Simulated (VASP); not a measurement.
A run of VASP 6.6.1 is set up as follows.

File INCAR:

```
  PREC = Accurate
  ENCUT = 520
  EDIFF = 1E-6
  ISMEAR = 0
  SIGMA = 0.1
  LREAL = F
  LASPH = T
  NELM = 60
  ALGO = Normal
  ISIF = 2
  LWAVE = F
  LCHARG = T
  GGA = PE
  LELF = T
  LVHAR = T
  NBANDS = 24
```

File KPOINTS:

```
Automatic mesh
0
Gamma
  4 4 4
```

The input POSCAR:

```
CaScSi3
1.0
    4.9848263698      0.0000000000      0.0000000000
    0.0000000000      4.9848263698      0.0000000000
    0.0000000000      0.0000000000      4.9848263698
Ca Sc Si
1 1 3
Direct
    0.0000000000      0.0000000000      0.0000000000
    0.5000000000      0.5000000000      0.5000000000
    0.0000000000      0.5000000000      0.5000000000
    0.5000000000      0.0000000000      0.5000000000
    0.5000000000      0.5000000000      0.0000000000
```

Potentials or basis: VASP PAW PBE potentials, release 64 (Ca_sv, Sc_sv, Si).

Command:

```sh
$ cat potpaw_PBE.64/Ca_sv/POTCAR potpaw_PBE.64/Sc_sv/POTCAR potpaw_PBE.64/Si/POTCAR > POTCAR
$ mpirun -np 1 vasp_std > vasp.out
```

Q: Predict the pressure.

A: 0.2 GPa.
